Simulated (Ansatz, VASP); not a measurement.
YS in VASP and in Ansatz

The input INCAR:

```
SYSTEM = YS
ALGO = Normal
EDIFF = 1E-6
ENCUT = 520
ISIF = 2
ISMEAR = -1
LASPH = .True.
LCHARG = .False.
LREAL = .False.
LWAVE = .False.
NBANDS = 16
NELM = 100
PREC = Accurate
SIGMA = 0.01
```

File KPOINTS:

```
k-points
0
Gamma
  8 8 8
  0 0 0
```

The input POSCAR:

```
YS
1.0
    0.0000000000      2.7252356868      2.7252356868
    2.7252356868      0.0000000000      2.7252356868
    2.7252356868      2.7252356868      0.0000000000
Y S
1 1
Direct
    0.5000000000      0.5000000000      0.5000000000
    0.0000000000      0.0000000000      0.0000000000
```

Input for Ansatz:

```yaml
crystal:
  lattice:
    - [0.0, 2.7252356868, 2.7252356868]
    - [2.7252356868, 0.0, 2.7252356868]
    - [2.7252356868, 2.7252356868, 0.0]
  atoms:
    - { symbol: "Y", position: [0.5, 0.5, 0.5] }
    - { symbol: S, position: [0.0, 0.0, 0.0] }
kpoints:
  mp_grid: { grid: [8, 8, 8] }
  band_path:
    path:
      - [0.0, 0.0, 0.0]
      - [0.5, 0.0, 0.5]
      - [0.625, 0.25, 0.625]
      - [0.375, 0.375, 0.75]
      - [0.0, 0.0, 0.0]
      - [0.5, 0.5, 0.5]
      - [0.5, 0.25, 0.75]
      - [0.5, 0.0, 0.5]
    npoints: 5
scf:
  occupations: { method: fermi_dirac, width: 0.01 }
hamiltonian:
  xc: lda
  pseudopotentials: { kind: all_electron, lapw: { basis_error: 0.00025 } }
output:
  forces: true
  stress: true
  eigenvalues: true
```

Change from the starting cell: volume scaled by 0.98.

Alike in both runs: task single point; functional LDA; k mesh 8 × 8 × 8; occupations fermi-dirac, width 0.01 eV; no spin polarisation.

```csv
,VASP,Ansatz
version,VASP 6.6.1,Ansatz 0.2.0
potentials or method,"VASP PAW LDA potentials, release 64 (Y_sv, S), cutoff 520 eV","all-electron LAPW, scalar-relativistic"
```

|  | VASP | Ansatz | Ansatz less VASP |
| --- | --- | --- | --- |
| pressure (GPa) | -1.8 | -1.8 | -0.05 |

LDA's correlation is that of Perdew and Zunger in VASP and of Perdew and Wang (1992) in Ansatz. Ansatz ran all-electron here, and VASP with PAW potentials.
